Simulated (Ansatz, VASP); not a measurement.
**CuO: VASP beside Ansatz**

The input POSCAR:

```
CuO
1.0
    2.3418500000     -1.7113000000      0.0000000000
    2.3418500000      1.7113000000      0.0000000000
   -0.8500274268      0.0000000000      5.0578693947
Cu O
2 2
Direct
    0.5000000000      0.0000000000      0.5000000000
    0.0000000000      0.5000000000      0.0000000000
    0.4184000000      0.5816000000      0.7500000000
    0.5816000000      0.4184000000      0.2500000000
```

INCAR.step1

```
SYSTEM = CuO
PREC = Accurate ; ENCUT = 520
EDIFF = 1E-5 ; ISMEAR = -1
SIGMA = 0.05 ; LREAL = .False.
LASPH = .True. ; NELM = 100
ALGO = Normal ; ISIF = 2
LWAVE = .True. ; LCHARG = .False.
GGA = PE ; NBANDS = 25
LUSENCCL = .False.
```

File INCAR.step2:

```
SYSTEM = CuO
PREC = Accurate ; ENCUT = 520
EDIFF = 1E-6 ; ISMEAR = -1
SIGMA = 0.05 ; LREAL = .False.
LASPH = .True. ; NELM = 100
ALGO = Normal ; ISIF = 2
LWAVE = .False. ; LCHARG = .False.
GGA = PE ; LHFCALC = .True.
AEXX = 0.35 ; HFSCREEN = 0.2078699
PRECFOCK = Normal ; ISTART = 1
NBANDS = 25 ; LUSENCCL = .False.
```

File KPOINTS:

```
regular mesh
0
Gamma
  6 6 3
  0 0 0
```

The input input.yaml:

```yaml
crystal:
  lattice:
    - [2.34185, -1.7113, 0.0]
    - [2.34185, 1.7113, 0.0]
    - [-0.8500274268, 0.0, 5.0578693947]
  atoms:
    - { symbol: Cu, position: [0.5, 0.0, 0.5] }
    - { symbol: Cu, position: [0.0, 0.5, 0.0] }
    - { symbol: O, position: [0.4184, 0.5816, 0.75] }
    - { symbol: O, position: [0.5816, 0.4184, 0.25] }
hamiltonian:
  xc:
    exchange: pbe
    correlation: pbe
    exx: { coeff: 0.35, omega: 0.2078699 }
  pseudopotentials: { kind: paw }
kpoints:
  mp_grid: { grid: [6, 6, 3] }
scf:
  occupations: { method: fermi_dirac, width: 0.05 }
output:
  forces: true
  stress: true
  eigenvalues: true
```

Alike in both runs: task single point; functional PBE-based screened hybrid; k mesh 6 × 6 × 3; occupations fermi-dirac, width 0.05 eV; no spin polarisation.

|  | VASP | Ansatz |
| --- | --- | --- |
| version | VASP 6.6.1 | Ansatz 0.2.0 |
| potentials or method | VASP PAW PBE potentials, release 64 (Cu, O) | Ansatz PAW |
| plane-wave cutoff (eV) | 520 | 420 |
| valence electrons in the cell | 34 | 50 |

```csv
,VASP,Ansatz,Ansatz less VASP
gap on the k mesh at the Fermi level (eV),none,none,-
pressure (GPa),-1.3,-2.0,-0.74
"traceless stress, the component that is largest in VASP (GPa)",-1.70,-2.00,-0.295
rms of the force components (eV/Å),0.091,0.106,+0.0152
```

VASP's potentials were made for PBE, not for PBE-based screened hybrid. Atom by atom the forces differ by 0.015 eV/Å (rms over components). A gap of «none» marks a metal or a gap that the smearing closes. VASP's potentials hold 34 valence electrons a cell and Ansatz's 50, so a difference there can come from the potentials and not from the codes.

The k mesh is coarse, so the values compare programs but aren't converged.
